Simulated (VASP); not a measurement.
Runs of VASP 6.6.1 on VN2. It takes space group I4/mcm (No. 140, tetragonal). Conventional cell: a = 4.301 Å, b = 4.301 Å, c = 4.983 Å, α = 90.00°, β = 90.00°, γ = 90.00°. V (site symmetry 422) has 8 N at 2.13 Å and 2 V at 2.49 Å within 2.8 Å. Within 1.9 Å of N (site symmetry m2m) lie 1 N at 1.40 Å. 

```csv
k mesh,smearing,gap on the mesh (eV),pressure (GPa),largest force (eV/Å)
12 × 12 × 12,gaussian 0.3 eV,none,-10.5,0.37
10 × 10 × 10,gaussian 0.1 eV,none,-10.9,0.38
"6 × 6 × 6, shifted",gaussian 0.1 eV,none,-10.9,0.37
12 × 12 × 12,fermi-dirac 0.5 eV,none,(a),0.57
12 × 12 × 12,gaussian 0.2 eV,none,-10.7,0.38
```

Alike in all rows: task single point; level PBEsol; potentials or basis VASP PAW PBE potentials, release 64 (V_sv, N); no spin polarisation; cell as given; cutoff (eV) 520.

Problem. Fill in the values left out.

Solution. (a) -5.6.

Caveats: the PAW data sets were made with another functional, which shifts forces and pressure a little; the run has no spin polarisation, though such a crystal can be magnetic.

A gap of «none» marks levels without a gap at the run's occupations.
